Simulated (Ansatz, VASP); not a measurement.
SiO2 in VASP and in Ansatz

```
Si O
1.0
    -1.72741    1.72741    4.17303
     1.72741   -1.72741    4.17303
     1.72741    1.72741   -4.17303
Si O
2 4
Cartesian
  0.0000 1.7274 2.0865
  0.0000 0.0000 0.0000
  0.0000 1.7274 0.3519
  0.0000 0.0000 6.6115
  0.0000 0.0000 1.7346
  0.0000 1.7274 3.8211
```

Alike in both runs: task single point; functional PBE; k mesh 8 × 8 × 8; no spin polarisation.

|  | VASP | Ansatz |
| --- | --- | --- |
| version | VASP 6.6.1 | Ansatz 0.2.0 |
| potentials or method | VASP PAW PBE potentials, release 64 (Si, O) | plane waves, PAW |
| plane-wave cutoff (eV) | 520 | 420 |
| occupations | gaussian, width 0.01 eV | fixed |
| valence electrons in the cell | 32 | 32 |

|  | VASP | Ansatz | Ansatz less VASP |
| --- | --- | --- | --- |
| gap on the k mesh at the Fermi level (eV) | 6.87 | 6.88 | +0.007 |
| pressure (GPa) | 19.1 | 18.9 | -0.19 |
| traceless stress, the component that is largest in VASP (GPa) | 3.08 | 2.59 | -0.489 |
| rms of the force components (eV/Å) | 0.299 | 0.296 | -0.0035 |

Atom by atom the forces differ by 0.003 eV/Å (rms over components).
